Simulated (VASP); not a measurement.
# O2 in VASP: single point with PBEsol

Aim: the single point of O2 with PBEsol.

All numbers are computed with VASP 6.6.1; they aren't measurements. Logs are shortened: lines on timing, memory, paths and dates and some standing lists are left out, and cuts for length are marked.

### Step 1. The cell of the first run

The cell holds a molecule in a box, 2 atoms: a = 9.000 Å, b = 9.500 Å, c = 10.000 Å, α = 90.00°, β = 90.00°, γ = 90.00°.

### Step 2. Single point, PBEsol, collinear spin, ferromagnetic start

INCAR

```
  PREC = Accurate
  ENCUT = 520
  EDIFF = 1E-6
  ISMEAR = 1
  SIGMA = 0.02
  LREAL = F
  LASPH = T
  NELM = 150
  ALGO = Normal
  ISIF = 2
  LWAVE = F
  LCHARG = F
  ISPIN = 2
  MAGMOM = 1 1
  LORBIT = 11
  GGA = PS
  NBANDS = 17
```

KPOINTS

```
regular mesh
0
Gamma
  1 1 1
```

POSCAR

```
O
1.0
    9.0000000000      0.0000000000      0.0000000000
    0.0000000000      9.5000000000      0.0000000000
    0.0000000000      0.0000000000     10.0000000000
O
2
Direct
    0.5000000000      0.5000000000      0.4395027767
    0.5000000000      0.5000000000      0.5604972233
```

Potentials or basis: VASP PAW PBE potentials, release 64 (O).

Started as:

```bash
$ cat potpaw_PBE.64/O/POTCAR > POTCAR
$ mpirun -np 1 vasp_gam > vasp.out
```

OUTCAR:

```text
PREC = Accurate
   ENCUT = 520
   EDIFF = 1E-6
   ISMEAR = 1
   LREAL = F
   LASPH = T
   NELM = 150
   ISIF = 2
   ISPIN = 2
   LORBIT = 11
   GGA = PS

 ion  position               nearest neighbor table
   1  0.500  0.500  0.440-   2 1.21
   2  0.500  0.500  0.560-   1 1.21

  LATTYP: Found a simple orthorhombic cell.
 ALAT       =     9.0000000000
 B/A-ratio  =     1.0555555556
 C/A-ratio  =     1.1111111111

  Lattice vectors:

 A1 = (   9.0000000000,   0.0000000000,   0.0000000000)
 A2 = (   0.0000000000,   9.5000000000,   0.0000000000)
 A3 = (   0.0000000000,   0.0000000000,  10.0000000000)

Analysis of symmetry for initial positions (statically):
=====================================================================
 Subroutine PRICEL returns:
 Original cell was already a primitive cell.

 Routine SETGRP: Setting up the symmetry group for a
 simple orthorhombic supercell.

 Subroutine GETGRP returns: Found  8 space group operations
 (whereof  8 operations were pure point group operations)
 out of a pool of  8 trial point group operations.

The static configuration has the point symmetry D_2h.

Analysis of symmetry for dynamics (positions and initial velocities):
=====================================================================
 Subroutine PRICEL returns:
 Original cell was already a primitive cell.

 Routine SETGRP: Setting up the symmetry group for a
 simple orthorhombic supercell.

 Subroutine GETGRP returns: Found  8 space group operations
 (whereof  8 operations were pure point group operations)
 out of a pool of  8 trial point group operations.

The dynamic configuration has the point symmetry D_2h.

Analysis of structural, dynamic, and magnetic symmetry:
=====================================================================
 Subroutine PRICEL returns:
 Original cell was already a primitive cell.

 Routine SETGRP: Setting up the symmetry group for a
 simple orthorhombic supercell.

 Subroutine GETGRP returns: Found  8 space group operations
 (whereof  8 operations were pure point group operations)
 out of a pool of  8 trial point group operations.

The overall configuration has the point symmetry D_2h.

 Subroutine INISYM returns: Found  8 space group operations
 (whereof  8 operations are pure point group operations),
 and found     1 'primitive' translations

----------------------------------------------------------------------------------------

                                     Primitive cell

  volume of cell :     855.0000

  direct lattice vectors                    reciprocal lattice vectors
     9.000000000  0.000000000  0.000000000     0.111111111  0.000000000  0.000000000
     0.000000000  9.500000000  0.000000000     0.000000000  0.105263158  0.000000000
     0.000000000  0.000000000 10.000000000     0.000000000  0.000000000  0.100000000

  length of vectors
     9.000000000  9.500000000 10.000000000     0.111111111  0.105263158  0.100000000

  position of ions in fractional coordinates (direct lattice)
     0.500000000  0.500000000  0.439502777
     0.500000000  0.500000000  0.560497223

  ion indices of the primitive-cell ions
   primitive index   ion index
                 1           1
                 2           2

----------------------------------------------------------------------------------------

 KPOINTS: regular mesh

Automatic generation of k-mesh.
 Grid dimensions read from file:
 generate k-points for:    1    1    1

 Generating k-lattice:

  Cartesian coordinates                     Fractional coordinates (reciprocal lattice)
     0.111111111  0.000000000  0.000000000     1.000000000  0.000000000  0.000000000
     0.000000000  0.105263158  0.000000000     0.000000000  1.000000000  0.000000000
     0.000000000  0.000000000  0.100000000     0.000000000  0.000000000  1.000000000

  Length of vectors
     0.111111111  0.105263158  0.100000000

  Shift w.r.t. Gamma in fractional coordinates (k-lattice)
     0.000000000  0.000000000  0.000000000

 Subroutine IBZKPT returns following result:
 ===========================================

 Found      1 irreducible k-points:

 Following reciprocal coordinates:
            Coordinates               Weight
  0.000000  0.000000  0.000000      1.000000
   k-points           NKPTS =      1   k-points in BZ     NKDIM =      1   number of bands    NBANDS=     17
   number of dos      NEDOS =    301   number of ions     NIONS =      2
   total plane-waves  NPLWV = 403200
   dimension x,y,z NGX =    70 NGY =   72 NGZ =   80
   dimension x,y,z NGXF=   140 NGYF=  144 NGZF=  160
   ions per type =               2
   NGX,Y,Z   is equivalent  to a cutoff of  12.93, 12.60, 13.30 a.u.
   NGXF,Y,Z  is equivalent  to a cutoff of  25.86, 25.20, 26.60 a.u.
 SYSTEM =  unknown system
   PREC   = accura    normal or accurate (medium, high low for compatibility)
   ISTART =      0    job   : 0-new  1-cont  2-samecut
   ICHARG =      2    charge: 1-file 2-atom 10-const
   ISPIN  =      2    spin polarized calculation?
   LNONCOLLINEAR =      F non collinear calculations
   LSORBIT =      F    spin-orbit coupling
   LASPH  =      T    aspherical Exc in radial PAW
   ENCUT  =  520.0 eV  38.22 Ry    6.18 a.u.  16.73 17.66 18.59*2*pi/ulx,y,z
   NELM   =    150;   NELMIN=  2; NELMDL= -5     # of ELM steps
   EDIFF  = 0.1E-05   stopping-criterion for ELM
   LREAL  =      F    real-space projection
   EDIFFG = 0.1E-04   stopping-criterion for IOM
   NSW    =      0    number of steps for IOM
   IBRION =     -1    ionic relax: 0-MD 1-quasi-New 2-CG
   NFREE  =      0    steps in history (QN), initial steepest desc. (CG)
   ISIF   =      2    stress and relaxation
   ISYM   =      2    0-nonsym 1-usesym 2-fastsym
   POTIM  = 0.5000    time-step for ionic-motion
   TEBEG  =    0.0;   TEEND  =   0.0 temperature during run
   PSTRESS=    0.0 pullay stress
   NELECT =      12.0000    total number of electrons
   NUPDOWN=      -1.0000    fix difference up-down
   EMIN   =  10.00;   EMAX   =-10.00  energy-range for DOS
   EFERMI =   0.00;   METHOD = LEGACY
   ISMEAR =     1;   SIGMA  =   0.02  broadening in eV -4-tet -1-fermi 0-gaus
   EFERMI_NEDOS =   21; number of points for ismear=-14 and -15
   IALGO  =     38    algorithm
   IMIX   =      4    mixing-type and parameters
     AMIX     =   0.40;   BMIX     =  1.00
     AMIX_MAG =   1.60;   BMIX_MAG =  1.00
  volume/ion in A,a.u.               =     427.50      2884.91
  Fermi-wavevector in a.u.,A,eV,Ry     =   0.394893  0.746240  2.121703  0.155941
  Thomas-Fermi vector in A             =   1.339966
   LORBIT       =     11    0 simple, 1 ext, 2 COOP (PROOUT), +10 PAW based schemes
   GGA     = PS    functional components
   LHFCALC =     F    Hartree Fock is set to
   AEXX    =    0.0000 exact exchange contribution
   IVDW    =     0    specifies the selected vdW correction
   LEPSILON=     F    determine dielectric tensor
   LRPA    =     F    only Hartree local field effects (RPA)
 spin polarized calculation
 Methfessel and Paxton  Order N= 1 SIGMA  =   0.02
  energy-cutoff  :      520.00
  volume of cell :      855.00
 maximum number of plane-waves:     11510
 NGX is ok and might be reduce to    70
   NGX = 33   NGY = 35   NGZ = 37

 number of electron      12.0000002 magnetization       2.0000001

 Free energy of the ion-electron system (eV)
  ---------------------------------------------------
  ext. energy  EPLUGINS =         0.00000000
  ---------------------------------------------------
  free energy    TOTEN  =       -10.26487575 eV

  energy without entropy =      -10.26603533  energy(sigma->0) =      -10.26526228

 E-fermi :  -6.6066     XC(G=0):  -0.6180

 val. band max:       -6.6234613988   @ k =   0.0000   0.0000   0.0000
 cond. band min:      -4.3601470330   @ k =   0.0000   0.0000   0.0000
 fundamental gap:      2.2633143658
 Fermi energy:        -6.6066338959

 spin component 1

 k-point     1 :       0.0000    0.0000    0.0000
  band No.  band energies     occupation
      1     -32.8650      1.00000
      2     -20.2076      1.00000
      3     -13.3770      1.00000
      4     -13.3769      1.00000
      5     -13.3620      1.00000
      6      -6.6235      1.00011
[... 9 lines left out ...]
     16       2.8072      0.00000
     17       2.8971      0.00000
 Fermi energy:        -6.6066338959

 spin component 2

 k-point     1 :       0.0000    0.0000    0.0000
  band No.  band energies     occupation
      1     -31.6170      1.00000
      2     -18.4272      1.00000
      3     -12.3313      1.00000
      4     -11.5401      1.00000
      5     -11.5399      1.00000
      6      -4.3601      0.00000
[... 9 lines left out ...]
     16       2.9759      0.00000
     17       2.9855      0.00000

------------------------ aborting loop because EDIFF is reached ----------------------------------------

  FORCE on cell =-STRESS in cart. coord.  units (eV):
  Direction    XX          YY          ZZ          XY          YZ          ZX
  --------------------------------------------------------------------------------------
  -------------------------------------------------------------------------------------
  Total       -0.0729315     -0.0727367      1.5976287      0.0000000      0.0000000      0.0000000
  in kB       -0.1366658     -0.1363006      2.9937830      0.0000000      0.0000000      0.0000000
  external PRESSURE =       0.9069389 kB  Pullay stress =       0.0000000 kB

 VOLUME and BASIS-vectors are now :
 -----------------------------------------------------------------------------
  energy-cutoff  :      520.00
  volume of cell :      855.00
      direct lattice vectors                 reciprocal lattice vectors
     9.000000000  0.000000000  0.000000000     0.111111111  0.000000000  0.000000000
     0.000000000  9.500000000  0.000000000     0.000000000  0.105263158  0.000000000
     0.000000000  0.000000000 10.000000000     0.000000000  0.000000000  0.100000000

 POSITION                                       TOTAL-FORCE (eV/Angst)
 -----------------------------------------------------------------------------------
      4.50000      4.75000      4.39503         0.000000      0.000000     -1.387032
      4.50000      4.75000      5.60497         0.000000      0.000000      1.387032
 -----------------------------------------------------------------------------------
    total drift:                                0.000000      0.000000     -0.000000

  FREE ENERGIE OF THE ION-ELECTRON SYSTEM (eV)
  ---------------------------------------------------
  free  energy   TOTEN  =       -10.2648757490 eV

  energy  without entropy=      -10.2660353312  energy(sigma->0) =      -10.26526228

 total charge

# of ion       s       p       d       tot
------------------------------------------
    1        1.609   3.308   0.000   4.917
    2        1.609   3.308   0.000   4.917
--------------------------------------------------
tot          3.218   6.615   0.000   9.833

 magnetization (x)

# of ion       s       p       d       tot
------------------------------------------
    1        0.009   0.797   0.000   0.806
    2        0.009   0.797   0.000   0.806
--------------------------------------------------
tot          0.018   1.594   0.000   1.612
```

It took 1.7 min on 1 thread of Intel Xeon Platinum 8488C (Sapphire Rapids), shared host; peak memory 1 GiB.

What came out:

* Free energy: -10.2649 eV
* Largest force: 1.387 eV/Å
* Gap between the frontier levels: 2.26 eV
* Net moment: 2.00 μB per cell
* Site moments: O +0.81 μB
* Valence electrons inside the program's atomic spheres: O 4.92

Forces in eV/Å, atoms in the order of the input:
```
O    0.000  0.000 -1.387
O    0.000  0.000  1.387
```

Caveat: the standard files for N, O and F lose accuracy on very short bonds; the PAW data sets were made with another functional, which shifts forces and pressure a little.
